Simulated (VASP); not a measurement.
Crystal: Mg3Cd2O5.

```
Mg Cd O
1.0
     0.05764   -3.12120   -0.00651
     3.30877   -0.05764    0.02065
    -1.61024    1.61242   10.88922
Mg Cd O
3 2 5
Cartesian
  1.7090 -1.5397 9.1290
  0.1100 -0.0462 10.7914
  -0.0462 0.1485 1.8417
  1.6939 -1.5459 4.3157
  0.0330 0.0752 6.5683
  0.1054 0.0395 -0.1425
  1.6843 -1.6900 2.0529
  0.1586 -0.0054 4.1379
  1.7610 -1.6763 6.8926
  -0.1113 -0.0024 8.9228
```

| Item | Value |
| --- | --- |
| Program | VASP 6.6.1 |
| Task | relaxation of cell and atoms |
| Functional | PBE |
| Potentials or basis | VASP PAW PBE potentials, release 64 (Mg, Cd, O) |
| Cutoff | 600 eV |
| k mesh | 4 × 4 × 4 |
| Occupations | gaussian, width 0.1 eV |
| Spin | no spin polarisation |

At the start: pressure 10.5 GPa; volume 11.25 Å³/atom.

**Question.** Where does the relaxation end?

**Answer.** Over 20 steps the energy falls by 225.5 meV/atom and the volume is 11.48 Å³/atom (+2.1 %); space group P1 (No. 1, to 0.1 Å) before, I4/mmm (No. 139, to 0.1 Å).

Step by step:
| step | energy change (eV) | largest force (eV/Å) | pressure (GPa) | volume (Å³) |
| --- | --- | --- | --- | --- |
| 1 | 0.0000 | 9.5711 | 10.51 | 112.49 |
| 2 | -0.9296 | 3.5029 | -5.55 | 124.76 |
| 3 | -1.7054 | 1.6880 | -1.99 | 118.16 |
| 4 | -2.0565 | 0.7509 | -1.48 | 116.74 |
| 5 | -2.0985 | 0.7391 | -0.82 | 116.01 |
| 6 | -2.1964 | 0.3523 | 0.53 | 114.71 |
| 7 | -2.2037 | 0.3310 | 1.11 | 114.24 |
| 8 | -2.2298 | 0.2189 | -0.37 | 115.33 |
| 9 | -2.2332 | 0.2807 | -1.12 | 115.92 |
| 10 | -2.2470 | 0.1207 | -0.13 | 114.99 |
| 11 | -2.2478 | 0.1582 | 0.19 | 114.69 |
| 12 | -2.2513 | 0.0785 | 0.08 | 114.75 |
| 13 | -2.2520 | 0.0798 | 0.01 | 114.80 |
| 14 | -2.2536 | 0.0510 | -0.08 | 114.84 |
| 15 | -2.2537 | 0.0542 | -0.11 | 114.86 |
| 16 | -2.2543 | 0.0326 | 0.10 | 114.68 |
| 17 | -2.2544 | 0.0367 | 0.18 | 114.63 |
| 18 | -2.2547 | 0.0302 | -0.05 | 114.84 |
| 19 | -2.2547 | 0.0308 | -0.07 | 114.85 |
| 20 | -2.2549 | 0.0179 | -0.01 | 114.80 |

Final structure:
```
Mg Cd O
1.0
    -0.00101   -3.19771    0.00099
     3.19743   -0.00120   -0.00161
    -1.60533    1.59395   11.22857
Mg Cd O
3 2 5
Direct
  0.90894 0.90587 0.81604
  0.49948 0.49957 0.99999
  0.09178 0.09377 0.18397
  0.69356 0.69845 0.39053
  0.30593 0.30263 0.60941
  0.00046 0.00022 0.00008
  0.58944 0.59087 0.18124
  0.18779 0.19240 0.37876
  0.81190 0.80862 0.62117
  0.41072 0.40761 0.81880
```

Caveat: the k points lie up to 0.50 Å⁻¹ apart in the final cell.
